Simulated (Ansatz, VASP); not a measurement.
# One calculation of Al2O3, two programs

```
Al O
1.0
     2.35292    1.35846    4.56607
    -2.35292    1.35846    4.56607
     0.00000   -2.71692    4.56607
Al O
4 6
Direct
  0.85975 0.85975 0.85975
  0.64025 0.64025 0.64025
  0.14025 0.14025 0.14025
  0.35975 0.35975 0.35975
  0.05616 0.44384 0.75000
  0.75000 0.05616 0.44384
  0.44384 0.75000 0.05616
  0.94384 0.55616 0.25000
  0.25000 0.94384 0.55616
  0.55616 0.25000 0.94384
```

Alike in both runs: task single point; functional PBE; k mesh 6 × 6 × 6; occupations gaussian, width 0.05 eV; no spin polarisation.

|  | VASP | Ansatz |
| --- | --- | --- |
| version | VASP 6.6.1 | Ansatz 0.2.0 |
| potentials or method | VASP PAW PBE potentials, release 64 (Al, O), cutoff 520 eV | scalar-relativistic, plane waves, PAW |
| valence electrons in the cell | 48 | 48 |

|  | VASP | Ansatz | Ansatz less VASP |
| --- | --- | --- | --- |
| gap on the k mesh at the Fermi level (eV) | 5.52 | 5.53 | +0.004 |
| least direct gap on the mesh (eV) | 5.52 | 5.53 | +0.004 |
| pressure (GPa) | 4.2 | 4.3 | +0.07 |
| traceless stress, the component that is largest in VASP (GPa) | -19.98 | -19.87 | +0.118 |
| rms of the force components (eV/Å) | 0.577 | 0.572 | -0.0047 |

Atom by atom the forces differ by 0.005 eV/Å (rms over components).
